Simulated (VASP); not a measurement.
# Li6SiS2N2 in VASP: a series of runs, part 2 of 2

VASP 6.6.1. Earlier steps stand in the parts before.

## (4) Single point, PBE+D3(BJ)

INCAR

```
SYSTEM = Li6SiS2N2
PREC     = Accurate       ! precision mode
ENCUT    = 650            ! plane-wave cutoff, eV
EDIFF    = 1E-6           ! SCF threshold, eV
ISMEAR   = -1             ! smearing method
SIGMA    = 0.112          ! smearing width, eV
LREAL    = Auto         
LASPH    = .TRUE.         ! aspherical terms in the spheres
NELM     = 120            ! most SCF steps
ALGO     = Normal         ! electronic algorithm
ISIF     = 2              ! what is computed and relaxed
LWAVE    = .FALSE.        ! write WAVECAR
LCHARG   = .FALSE.        ! write CHGCAR
GGA      = PE             ! functional
IVDW     = 12             ! dispersion correction
ISYM     = -1           
NBANDS   = 61             ! bands
GGA_COMPAT= .FALSE.
```

KPOINTS

```
explicit points
1
Reciprocal
  0.25000000   0.25000000   0.25000000 1
```

POSCAR

```
Li6SiS2N2
1.0
    7.0575940000      0.2300220000     -0.0127870000
    0.2300220000      6.8226690000     -0.2070970000
   -0.0127870000     -0.2070970000      7.0752940000
Si S Li N
2 4 12 4
Direct
    0.4707817369      0.8730079824      0.7382031362
    1.0791225656      0.7108909855      0.1535551923
    0.9697906090      0.3717974949      0.0681150293
    0.8088523903      0.8453933121      0.3505776883
    0.9013962882      0.8185995287      0.9000497592
    0.2216733499      0.4686375644      0.4584698489
    0.6870019902      0.4875510711      0.8114175974
   -0.0144287647      0.4744888048      0.7134199239
    0.6103716575     -0.0524820945      0.0474944134
    0.1088827959      0.1780384977      0.5364306449
    0.7722742967      0.2148042983      0.3214324941
    0.4392891727      0.4827216170      0.0915946941
    0.0223513794      0.7885884105      0.5615581630
    0.5302838446      0.3288418248      0.5584526798
    0.7776542170      0.1592597830      0.8105880954
    0.1393248593      0.0104226453     -0.0617244958
    0.8359012102      0.5140601710      0.3907495558
    0.4115239220      0.7831806617      0.3521971697
    0.2774678732      1.0241049052      0.6572500076
    0.7695255794      0.3238644202      0.5747285234
    0.7260162764      0.3767061036      0.0594203257
    0.2911524841      0.8374775505      0.1533030366
```

Started as:

```console
$ cat potpaw_PBE.64/Si/POTCAR potpaw_PBE.64/S/POTCAR potpaw_PBE.64/Li_sv/POTCAR potpaw_PBE.64/N/POTCAR > POTCAR
$ mpirun -np 1 vasp_std > vasp.out
```

It took 2.1 min on 1 thread of Intel Xeon 8259CL, shared host; peak memory 0.47 GiB.

Results (log left out):

```yaml
Free_energy: -97.8847 eV
Pressure: -4.7 GPa
Largest_force: 4.770 eV/Å
Dispersion_energy_per_atom: -0.215 eV
```

Forces on the atoms (eV/Å):
```
Si  -3.470  1.942 -1.918
Si   0.421  1.304 -0.408
S   -0.659  0.333  0.127
S   -0.032  0.184 -0.735
S   -0.399 -0.685 -0.602
S    0.437  1.304 -0.133
Li   0.154  0.643  0.018
Li   0.300 -0.228  0.092
Li   0.036 -0.476  1.053
Li  -0.745  0.367 -0.702
Li   0.161 -0.662 -0.443
Li   0.459  0.114  0.416
Li   1.183  0.317  0.876
Li  -2.424 -0.299 -0.399
Li   0.257  0.196 -0.476
Li   1.060  0.257  0.079
Li  -0.090 -0.142 -0.024
Li   0.842 -0.295  2.098
N    3.262 -2.946  1.853
N    2.078  0.563  1.320
N   -0.352 -0.615  0.151
N   -2.479 -1.176 -2.240
```

Stress tensor (GPa, compression positive):
```
-6.99  1.63  1.99
 1.63 -4.97  0.30
 1.99  0.30 -2.10
```

Levels at points of the mesh, in eV from the Fermi level:
```tsv
k point	band 40	band 41	band 42	band 43	band 44	band 45	band 46	band 47	band 48	band 49
(0.25, 0.25, 0.25)	-1.38	-1.17	-0.96	-0.80	-0.49	0.49	0.95	1.24	1.82	2.71
```

Caveat: the atoms stand as in a frame of molecular dynamics.

## (5) Single point, PBE+D3(BJ)

INCAR

```
PREC = Accurate
ENCUT = 650
EDIFF = 1E-6
ISMEAR = -1
SIGMA = 0.112
LREAL = Auto
LASPH = True
NELM = 120
ALGO = Normal
ISIF = 2
LWAVE = False
LCHARG = False
GGA = PE
IVDW = 12
NBANDS = 61
ISYM = -1
GGA_COMPAT = False
```

KPOINTS is that of step 4.

POSCAR

```
Li6SiS2N2
1.0
    7.0575940000      0.2300220000     -0.0127870000
    0.2300220000      6.8226690000     -0.2070970000
   -0.0127870000     -0.2070970000      7.0752940000
Si S Li N
2 4 12 4
Direct
    0.4771160215      1.0324094871      0.7382549460
    1.0678506698      0.6947558102      0.1271291978
    1.0030749318      0.3798127772      0.0964193722
    0.8500230210      0.8320464420      0.3352122988
    0.8781708222      0.7549154637      0.8428318170
    0.3489593323      0.5260882759      0.4430411580
    0.7002992628      0.4739950742      0.8095855359
    0.0934374865      0.3679209507      0.7275167803
    0.5434828449     -0.1308331524      0.1111880809
    0.0904854080      0.2295942577      0.4463911067
    0.7754873083      0.1555237818      0.3189540484
    0.4528213735      0.5168023986      0.1709806622
    0.0546951559      0.7291885735      0.5315256374
    0.5514820860      0.2869469471      0.5735334324
    0.7946164710      0.1242815229      0.8356082576
    0.1096512366      0.0232445588     -0.0473395185
    0.6988889025      0.5820611330      0.4843975115
    0.3946384432      0.8365239223      0.3518271942
    0.3010085920      1.0995959263      0.6086405758
    0.8321784782      0.3074171966      0.5729688753
    0.7727886803      0.3818699269      0.0637551973
    0.2753731429      0.8084547167      0.1414883598
```

Potentials or basis: VASP PAW PBE potentials, release 64 (Si, S, Li_sv, N).

Started as:

```console
$ cat potpaw_PBE.64/Si/POTCAR potpaw_PBE.64/S/POTCAR potpaw_PBE.64/Li_sv/POTCAR potpaw_PBE.64/N/POTCAR > POTCAR
$ mpirun -np 1 vasp_std > vasp.out
```

OUTCAR:

```text
PREC = Accurate
   ENCUT = 650
   EDIFF = 1E-6
   ISMEAR = -1
   LREAL = Auto
   LASPH = True
   NELM = 120
   ISIF = 2
   GGA = PE
   IVDW = 12
   ISYM = -1
 IVDW          = 12

 ion  position               nearest neighbor table
   1  0.477  0.032  0.738-  19 1.60  14 2.24  15 2.45
   2  0.068  0.695  0.127-  22 1.70   3 2.23   4 2.25   5 2.45  16 2.66  13 2.86
   3  0.003  0.380  0.096-  21 1.64   2 2.23  16 2.65   8 2.69
[... 239 lines left out ...]
  -------------------------------------------------------------------------------------
  Total     -15.78822    -3.99945     1.82981     1.45271    -4.77800     2.02697
  in kB     -74.39643   -18.84600     8.62233     6.84540   -22.51464     9.55139
  external pressure =      -28.21 kB  Pullay stress =        0.00 kB

 VOLUME and BASIS-vectors are now :
 -----------------------------------------------------------------------------
  energy-cutoff  :      650.00
  volume of cell :      340.01
      direct lattice vectors                 reciprocal lattice vectors
     7.057594000  0.230022000 -0.012787000     0.141847308 -0.004778757  0.000116481
     0.230022000  6.822669000 -0.207097000    -0.004778757  0.146861540  0.004290066
    -0.012787000 -0.207097000  7.075294000     0.000116481  0.004290066  0.141462666

 POSITION                                       TOTAL-FORCE (eV/Angst)
 -----------------------------------------------------------------------------------
      3.36531      0.17798      5.21056        -0.142501     -1.250293      1.168403
      0.63705      4.72937      0.75473         0.152412      0.932911     -1.012583
      0.10783      2.57208      0.60350         0.134847     -0.416233      0.266897
      6.18622      5.80288      2.18854        -1.022422     -0.070305     -1.204992
      6.36064      5.17799      5.79571         1.035688      0.954489      0.755811
      2.57816      3.57784      3.02123        -0.175221     -0.159568      2.337948
[... 14 lines left out ...]
      5.54105      2.76993      0.36212        -1.262540     -1.190334     -0.138030
      2.12763      5.54986      0.83012        -1.095937     -0.315322     -2.307815
 -----------------------------------------------------------------------------------
    total drift:                               -0.019194      0.006017      0.004460

  FREE ENERGIE OF THE ION-ELECTRON SYSTEM (eV)
  ---------------------------------------------------
  free  energy   TOTEN  =       -97.4627259064 eV

  energy  without entropy=      -97.4156485506  energy(sigma->0) =      -97.43918723
```

stdout:

```text
POSCAR found type information on POSCAR SiS LiN
 POSCAR found :  4 types and      22 ions
 scaLAPACK will be used
 LDA part: xc-table for (Slater+PW92), standard interpolation
 POSCAR, INCAR and KPOINTS ok, starting setup
 FFT: planning ... GRIDC
 FFT: planning ... GRID_SOFT
 FFT: planning ... GRID
 WAVECAR not read
 entering main loop
```

It took 2 min on 1 thread of Intel Xeon 8259CL, shared host; peak memory 0.47 GiB.

What came out:

* Free energy: -97.4627 eV
* Pressure: -2.8 GPa
* Largest force: 2.808 eV/Å
* Dispersion energy per atom: -0.215 eV

Forces on the atoms (eV/Å):
```
Si  -0.143 -1.250  1.168
Si   0.152  0.933 -1.013
S    0.135 -0.416  0.267
S   -1.022 -0.070 -1.205
S    1.036  0.954  0.756
S   -0.175 -0.160  2.338
Li   0.800  0.033  0.437
Li  -0.346  0.260  0.149
Li   0.544  0.074 -1.448
Li   0.096 -0.162 -0.302
Li   0.267  1.305 -0.031
Li   0.700 -0.337 -1.419
Li   0.884 -0.249  1.166
Li  -0.157  0.644 -1.098
Li   0.202  0.490 -0.386
Li   0.816 -0.469  0.137
Li   0.366 -0.591 -0.210
Li  -0.474  0.391  2.740
N   -0.651  0.165 -0.379
N   -0.672 -0.039  0.778
N   -1.263 -1.190 -0.138
N   -1.096 -0.315 -2.308
```

Stress tensor (GPa, compression positive):
```
-7.44  0.68  0.96
 0.68 -1.88 -2.25
 0.96 -2.25  0.86
```

Levels at points of the mesh, in eV from the Fermi level:
| k point | band 41 | band 42 | band 43 | band 44 | band 45 | band 46 | band 47 | band 48 |
| --- | --- | --- | --- | --- | --- | --- | --- | --- |
| (0.25, 0.25, 0.25) | -1.14 | -1.00 | -0.77 | -0.44 | 0.43 | 0.86 | 1.53 | 2.01 |

Caveat: the atoms stand as in a frame of molecular dynamics.

## (6) Summary

| cell | smearing | pressure (GPa) | largest force (eV/Å) |
| --- | --- | --- | --- |
| as given, atomic positions A | fermi-dirac 0.1551 eV | -0.4 | 2.97 |
| as given, atomic positions B | fermi-dirac 0.112 eV | -1.5 | 3.32 |
| as given, atomic positions C | fermi-dirac 0.112 eV | -4.7 | 4.77 |
| as given, atomic positions D | fermi-dirac 0.112 eV | -2.8 | 2.81 |

Alike in all rows: task single point; level PBE+D3(BJ); potentials or basis VASP PAW PBE potentials, release 64 (Si, S, Li_sv, N); no spin polarisation; k mesh 1 × 1 × 1, shifted; cutoff (eV) 650.

Caveats: the atoms stand as in a frame of molecular dynamics.

Total energies depend on the potentials used, so only differences within one code and one set of settings carry meaning.
